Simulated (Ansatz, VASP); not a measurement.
# Two plane-wave programs on CaO

INCAR

```
PREC = Accurate
ENCUT = 520
EDIFF = 1E-7
ISMEAR = 0
SIGMA = 0.05
LREAL = F
LASPH = T
NELM = 60
ALGO = Normal
ISIF = 2
LWAVE = F
LCHARG = T
LELF = T
LVHAR = T
NBANDS = 42
```

KPOINTS

```
Automatic mesh
0
Gamma
  6 6 6
```

File POSCAR:

```
CaO
1.0
    4.8980000000      0.0000000000      0.0000000000
    0.0000000000     -4.8980000000      0.0000000000
    0.0000000000      0.0000000000     -4.8980000000
Ca O
4 4
Direct
    0.0000000000      0.5000000000      0.5000000000
    0.5000000000      0.0000000000      0.5000000000
    0.5000000000      0.5000000000      0.0000000000
    0.0000000000      0.0000000000      0.0000000000
    0.5000000000      0.0000000000      0.0408329931
    0.0000000000      0.5000000000      0.0000000000
    0.0000000000      0.0000000000      0.5000000000
    0.5000000000      0.5000000000      0.5000000000
```

Input for Ansatz:

```yaml
crystal:
  lattice:
    - [4.898, 0.0, 0.0]
    - [0.0, -4.898, 0.0]
    - [0.0, 0.0, -4.898]
  atoms:
    - { symbol: Ca, position: [0.0, 0.5, 0.5] }
    - { symbol: Ca, position: [0.5, 0.0, 0.5] }
    - { symbol: Ca, position: [0.5, 0.5, 0.0] }
    - { symbol: Ca, position: [0.0, 0.0, 0.0] }
    - { symbol: O, position: [0.5, 0.0, 0.0408329931] }
    - { symbol: O, position: [0.0, 0.5, 0.0] }
    - { symbol: O, position: [0.0, 0.0, 0.5] }
    - { symbol: O, position: [0.5, 0.5, 0.5] }
basis:
  ecutwfc: 420
kpoints:
  mp_grid: { grid: [6, 6, 6] }
hamiltonian:
  xc: lda
scf:
  occupations: { method: gaussian, width: 0.05 }
output:
  forces: true
  stress: true
  eigenvalues: true
```

Alike in both runs: task single point; functional LDA; k mesh 6 × 6 × 6; occupations gaussian, width 0.05 eV; no spin polarisation.

|  | VASP | Ansatz |
| --- | --- | --- |
| version | VASP 6.6.1 | Ansatz 0.2.0 |
| potentials or method | VASP PAW LDA potentials, release 64 (Ca_sv, O), cutoff 520 eV | scalar-relativistic, plane waves, PAW |
| valence electrons in the cell | 64 | 64 |

Ansatz gave:

| Property | Result |
| --- | --- |
| gap on the k mesh at the Fermi level (eV) | 3.51 |
| least direct gap on the mesh (eV) | 3.51 |
| pressure (GPa) | -11.4 |
| traceless stress, the component that is largest in VASP (GPa) | 0.62 |
| rms of the force components (eV/Å) | 0.209 |

Question: What did VASP give for the same quantities?

Answer: gap on the k mesh at the Fermi level (eV): 3.49; least direct gap on the mesh (eV): 3.49; pressure (GPa): -10.9; traceless stress, the component that is largest in VASP (GPa): 0.65; rms of the force components (eV/Å): 0.213.

LDA's correlation is that of Perdew and Zunger in VASP and of Perdew and Wang (1992) in Ansatz. Atom by atom the forces differ by 0.010 eV/Å (rms over components).
